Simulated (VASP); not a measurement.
A run of VASP 6.6.1 is set up as follows.

File INCAR:

```
PREC = Accurate
ENCUT = 520
EDIFF = 1E-7
ISMEAR = 0
SIGMA = 0.02
LREAL = Auto
LASPH = True
NELM = 80
ALGO = Normal
ISIF = 2
LWAVE = False
LCHARG = False
GGA = PE
NBANDS = 48
```

File KPOINTS:

```
Automatic mesh
0
Gamma
  2 2 2
```

Contents of POSCAR:

```
Si
1.0
    0.0000000000      5.4300000000      5.4300000000
    5.4300000000      0.0000000000      5.4300000000
    5.4300000000      5.4300000000      0.0000000000
Si
17
Direct
   -0.0186488950      0.0062829650      0.0060181400
    0.1265795580      0.1179793738      0.1174957643
   -0.0008100368     -0.0177234807      0.5091562615
    0.1263290055      0.1179227440      0.6376256906
   -0.0007835175      0.5095796501     -0.0184461326
    0.1264406077      0.6378794659      0.1175045120
   -0.0009195212      0.5092088398      0.5090703499
    0.1551519337      0.6150574586      0.6143780847
    0.4969256906     -0.0007485267     -0.0010094843
    0.6072390424      0.1309355433      0.1307760589
    0.4967113260     -0.0006965930      0.5045319521
    0.6230183241      0.1198236648      0.6283575506
    0.4967930018      0.5047106814     -0.0009576427
    0.6230459484      0.6286150092      0.1195253223
    0.5298736648      0.4900802947      0.4897478821
    0.6229103131      0.6286513812      0.6284060773
    0.9607461326      0.3465507366      0.3457962247
```

Potentials or basis: VASP PAW PBE potentials, release 64 (Si).

Run with:

```bash
$ cat potpaw_PBE.64/Si/POTCAR > POTCAR
$ mpirun -np 1 vasp_std > vasp.out
```

(1) What does it give for the band gap on the k mesh?

(2) Predict the largest force.

(3) What does it give for the pressure?

Answers

(1) zero (band 34 reaches 6.84 eV, above the bottom of band 35 at 6.79 eV).

(2) 0.973 eV/Å.

(3) 5.3 GPa.

Caveat: the k points lie up to 0.50 Å⁻¹ apart.
